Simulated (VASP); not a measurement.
# SiC3 (I4/mmm) in VASP: single point with PBE

Aim: the single point of SiC3 with PBE.

All numbers are computed with VASP 6.6.1; they aren't measurements. Logs are shortened: lines on timing, memory, paths and dates and some standing lists are left out, and cuts for length are marked.

## 1. The cell of the first run

It takes space group I4/mmm (No. 139, tetragonal). The conventional cell has a = 4.608 Å, b = 4.608 Å, c = 3.401 Å, α = 90.00°, β = 90.00°, γ = 90.00°. Si (site symmetry 4/mmm) has 2 C at 1.70 Å within 2.3 Å. C (site symmetry -4m2) has 2 C at 1.70 Å within 2.3 Å. C (site symmetry 4/mmm) has 2 Si at 1.70 Å within 2.3 Å.

The cell was built from a structure type or drawn by symmetry, and may not be a known phase.

## 2. Single point, PBE

The input, INCAR:

```
SYSTEM = SiC3
PREC = Accurate
ENCUT = 600
EDIFF = 1E-6
ISMEAR = 0
SIGMA = 0.2
LREAL = .False.
LASPH = .True.
NELM = 120
ALGO = Normal
ISIF = 2
LWAVE = .False.
LCHARG = .False.
GGA = PE
NBANDS = 16
GGA_COMPAT = .False.
```

The input, KPOINTS:

```
Automatic mesh
0
Gamma
  6 6 6
  0 0 0
```

The input, POSCAR:

```
SiC3
1.0
   -2.3040806885      2.3040806885      1.7007302615
    2.3040806885     -2.3040806885      1.7007302615
    2.3040806885      2.3040806885     -1.7007302615
Si C
1 3
Direct
    0.0000000000      0.0000000000      0.0000000000
    0.7500000000      0.2500000000      0.5000000000
    0.2500000000      0.7500000000      0.5000000000
    0.5000000000      0.5000000000      0.0000000000
```

Potentials or basis: VASP PAW PBE potentials, release 64 (Si, C).

The run is started by

```
$ cat potpaw_PBE.64/Si/POTCAR potpaw_PBE.64/C/POTCAR > POTCAR
$ mpirun -np 1 vasp_std > vasp.out
```

OUTCAR:

```text
SYSTEM = SiC3
   PREC = Accurate
   ENCUT = 600
   EDIFF = 1E-6
   ISMEAR = 0
   LREAL = .False.
   LASPH = .True.
   NELM = 120
   ISIF = 2
   GGA = PE

 ion  position               nearest neighbor table
   1  0.000  0.000  0.000-   4 1.70   4 1.70   2 2.46   3 2.46   2 2.46   2 2.46   3 2.46   2 2.46
                             3 2.46   3 2.46
   2  0.750  0.250  0.500-   3 1.70   3 1.70   1 2.46   1 2.46   1 2.46   1 2.46
   3  0.250  0.750  0.500-   2 1.70   2 1.70   1 2.46   1 2.46   1 2.46   1 2.46
   4  0.500  0.500  0.000-   1 1.70   1 1.70

  LATTYP: Found a body centered tetragonal cell.
 ALAT       =     4.6081613770
 C/A-ratio  =     0.7381383256

  Lattice vectors:

 A1 = (  -2.3040806885,   2.3040806885,   1.7007302615)
 A2 = (   2.3040806885,  -2.3040806885,   1.7007302615)
 A3 = (   2.3040806885,   2.3040806885,  -1.7007302615)

Analysis of symmetry for initial positions (statically):
=====================================================================
 Subroutine PRICEL returns:
 Original cell was already a primitive cell.

 Routine SETGRP: Setting up the symmetry group for a
 body centered tetragonal supercell.

 Subroutine GETGRP returns: Found 16 space group operations
 (whereof 16 operations were pure point group operations)
 out of a pool of 16 trial point group operations.

The static configuration has the point symmetry D_4h.

Analysis of symmetry for dynamics (positions and initial velocities):
=====================================================================
 Subroutine PRICEL returns:
 Original cell was already a primitive cell.

 Routine SETGRP: Setting up the symmetry group for a
 body centered tetragonal supercell.

 Subroutine GETGRP returns: Found 16 space group operations
 (whereof 16 operations were pure point group operations)
 out of a pool of 16 trial point group operations.

The dynamic configuration has the point symmetry D_4h.

 Subroutine INISYM returns: Found 16 space group operations
 (whereof 16 operations are pure point group operations),
 and found     1 'primitive' translations

----------------------------------------------------------------------------------------

                                     Primitive cell

  volume of cell :      36.1153

  direct lattice vectors                    reciprocal lattice vectors
    -2.304080689  2.304080689  1.700730261     0.000000000  0.217006289  0.293991358
     2.304080689 -2.304080689  1.700730261     0.217006289  0.000000000  0.293991358
     2.304080689  2.304080689 -1.700730261     0.217006289  0.217006289  0.000000000
[... 93 lines left out ...]
   NFREE  =      0    steps in history (QN), initial steepest desc. (CG)
   ISIF   =      2    stress and relaxation
   ISYM   =      2    0-nonsym 1-usesym 2-fastsym
   POTIM  = 0.5000    time-step for ionic-motion
   TEBEG  =    0.0;   TEEND  =   0.0 temperature during run
   PSTRESS=    0.0 pullay stress
   NELECT =      16.0000    total number of electrons
   NUPDOWN=      -1.0000    fix difference up-down
   EMIN   =  10.00;   EMAX   =-10.00  energy-range for DOS
   EFERMI =   0.00;   METHOD = LEGACY
   ISMEAR =     0;   SIGMA  =   0.20  broadening in eV -4-tet -1-fermi 0-gaus
   EFERMI_NEDOS =   21; number of points for ismear=-14 and -15
   IALGO  =     38    algorithm
   IMIX   =      4    mixing-type and parameters
     AMIX     =   0.40;   BMIX     =  1.00
     AMIX_MAG =   1.60;   BMIX_MAG =  1.00
  volume/ion in A,a.u.               =       9.03        60.93
  Fermi-wavevector in a.u.,A,eV,Ry     =   1.248010  2.358396 21.191451  1.557528
  Thomas-Fermi vector in A             =   2.382116
   LORBIT       =      0    0 simple, 1 ext, 2 COOP (PROOUT), +10 PAW based schemes
   GGA     = PE    functional components
   LHFCALC =     F    Hartree Fock is set to
   AEXX    =    0.0000 exact exchange contribution
   IVDW    =     0    specifies the selected vdW correction
   LEPSILON=     F    determine dielectric tensor
   LRPA    =     F    only Hartree local field effects (RPA)
 non-spin polarized calculation
 Gauss-broadening in eV      SIGMA  =   0.20
  energy-cutoff  :      600.00
  volume of cell :       36.12
 maximum number of plane-waves:      1218
 NGX is ok and might be reduce to    30
   NGX = 15   NGY = 15   NGZ = 15

 number of electron      16.0000000 magnetization

 Free energy of the ion-electron system (eV)
  ---------------------------------------------------
  ext. energy  EPLUGINS =         0.00000000
  ---------------------------------------------------
  free energy    TOTEN  =       -22.54360753 eV

  energy without entropy =      -22.52218829  energy(sigma->0) =      -22.53289791

 E-fermi :   8.1544     XC(G=0): -11.8220

 val. band max:        8.0677926301   @ k =   0.3333   0.3333   0.0000
 cond. band min:       8.1582460451   @ k =  -0.3333   0.1667  -0.0000
 fundamental gap:      0.0904534150
 Fermi energy:         8.1544274096

 k-point     1 :       0.0000    0.0000    0.0000
  band No.  band energies     occupation
      1      -9.3099      2.00000
      2      -1.5476      2.00000
      3       1.3632      2.00000
      4       2.5257      2.00000
      5       2.5257      2.00000
      6       2.6268      2.00000
[... 433 lines left out ...]
      3      -2.4571      2.00000
      4       0.5221      2.00000
      5       2.4070      2.00000
      6       3.0513      2.00000
[... 8 lines left out ...]
     15      15.8466      0.00000
     16      16.4990      0.00000

 [... further k-points ...]

------------------------ aborting loop because EDIFF is reached ----------------------------------------

  FORCE on cell =-STRESS in cart. coord.  units (eV):
  Direction    XX          YY          ZZ          XY          YZ          ZX
  --------------------------------------------------------------------------------------
  -------------------------------------------------------------------------------------
  Total        0.0199692      0.0199692     -0.2134423      0.0000000      0.0000000      0.0000000
  in kB        0.8858900      0.8858900     -9.4689151      0.0000000      0.0000000      0.0000000
  external PRESSURE =      -2.5657117 kB  Pullay stress =       0.0000000 kB

 VOLUME and BASIS-vectors are now :
 -----------------------------------------------------------------------------
  energy-cutoff  :      600.00
  volume of cell :       36.12
      direct lattice vectors                 reciprocal lattice vectors
    -2.304080689  2.304080689  1.700730261     0.000000000  0.217006289  0.293991358
     2.304080689 -2.304080689  1.700730261     0.217006289  0.000000000  0.293991358
     2.304080689  2.304080689 -1.700730261     0.217006289  0.217006289  0.000000000

 POSITION                                       TOTAL-FORCE (eV/Angst)
 -----------------------------------------------------------------------------------
      0.00000      0.00000      0.00000        -0.000000      0.000000      0.000000
      0.00000      2.30408      0.85037         0.000000      0.000000      0.000000
      2.30408      0.00000      0.85037         0.000000     -0.000000     -0.000000
      0.00000      0.00000      1.70073        -0.000000      0.000000      0.000000
 -----------------------------------------------------------------------------------
    total drift:                                0.000000     -0.000000      0.000000

  FREE ENERGIE OF THE ION-ELECTRON SYSTEM (eV)
  ---------------------------------------------------
  free  energy   TOTEN  =       -22.5436075328 eV

  energy  without entropy=      -22.5221882943  energy(sigma->0) =      -22.53289791
```

stdout:

```text
POSCAR found type information on POSCAR SiC
 POSCAR found :  2 types and       4 ions
 scaLAPACK will be used
 LDA part: xc-table for (Slater+PW92), standard interpolation
 POSCAR, INCAR and KPOINTS ok, starting setup
 FFT: planning ... GRIDC
 FFT: planning ... GRID_SOFT
 FFT: planning ... GRID
 WAVECAR not read
 entering main loop
```

It took 13 s on 1 thread of Intel Xeon Platinum 8488C (Sapphire Rapids), shared host; peak memory 0.17 GiB.

What came out:

| Property | Result |
| --- | --- |
| Free energy | -22.5436 eV |
| Pressure | -0.3 GPa |
| Band gap on the k mesh | zero (bands 8 and 9 overlap by 3.78 eV) |

Stress tensor (GPa, compression positive):
```
 0.09  0.00  0.00
 0.00  0.09  0.00
 0.00  0.00 -0.95
```

Caveat: the k points lie up to 0.38 Å⁻¹ apart, too coarse for converged energies and pressures of a metal.
